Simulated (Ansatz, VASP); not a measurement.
Ir in VASP and in Ansatz

```xyz
1
Lattice="0.0000 1.9068 1.9068 1.9068 0.0000 1.9068 1.9068 1.9068 0.0000" Properties=species:S:1:pos:R:3 pbc="T T T"
Ir    0.0000    0.0000    0.0000
```

Change from the starting cell: volume scaled by 0.98, PAW files.

Alike in both runs: task electric field gradients; functional PBEsol; k mesh 15 × 15 × 15; occupations fermi-dirac, width 0.05 eV; no spin polarisation.

|  | VASP | Ansatz |
| --- | --- | --- |
| version | VASP 6.6.1 | Ansatz 0.2.0 |
| potentials or method | VASP PAW PBE potentials, release 64 (Ir) | PAW with Ansatz's default frozen-core files, scalar-relativistic |
| plane-wave cutoff (eV) | 400 | 420 |
| valence electrons in the cell | 9 | 17 |

Ansatz gave:

- pressure (GPa): 5.1

Q: Estimate VASP's values.

A: Pressure (GPa): 6.3.

VASP's potentials were made for PBE, not for PBEsol. With one functional, cell and mesh, what is left measures potentials, basis and numerics. VASP's potentials hold 9 valence electrons a cell and Ansatz's 17, so a difference there can come from the potentials and not from the codes.

Neither program's run includes spin-orbit coupling.
